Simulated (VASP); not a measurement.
# BN: single point with PBE

BN:

```
CELL_PARAMETERS angstrom
0.00000 1.78091 1.78091
1.78091 0.00000 1.78091
1.78091 1.78091 0.00000
ATOMIC_POSITIONS crystal
B 0.00000 0.00000 0.00000
N 0.25000 0.25000 0.25000
```

```yaml
Program: VASP 6.6.1
Task: single point
Functional: PBE
Potentials_or_basis: VASP PAW PBE potentials, release 64 (B, N)
Cutoff: 600 eV
k_mesh: 3 × 3 × 3
Occupations: gaussian, width 0.01 eV
Spin: no spin polarisation
```

```
Pressure               : 25.4 GPa
Band gap on the k mesh : 5.72 eV, indirect (least direct gap 8.93 eV)
```

Levels at points of the mesh, in eV from the valence-band top:
| k point | band 2 | band 3 | band 4 | band 5 | band 6 | band 7 |
| --- | --- | --- | --- | --- | --- | --- |
| (0.00, 0.00, 0.00) | 0.00 | 0.00 | 0.00 | 8.93 | 8.93 | 8.93 |

Run time: 2.5 s on 1 thread of Intel(R) Xeon(R) Platinum 8488C (Sapphire Rapids), with other jobs on the host, peak memory 0.12 GiB.

Caveat: the k points lie up to 1.02 Å⁻¹ apart. A k mesh can miss the band edges.
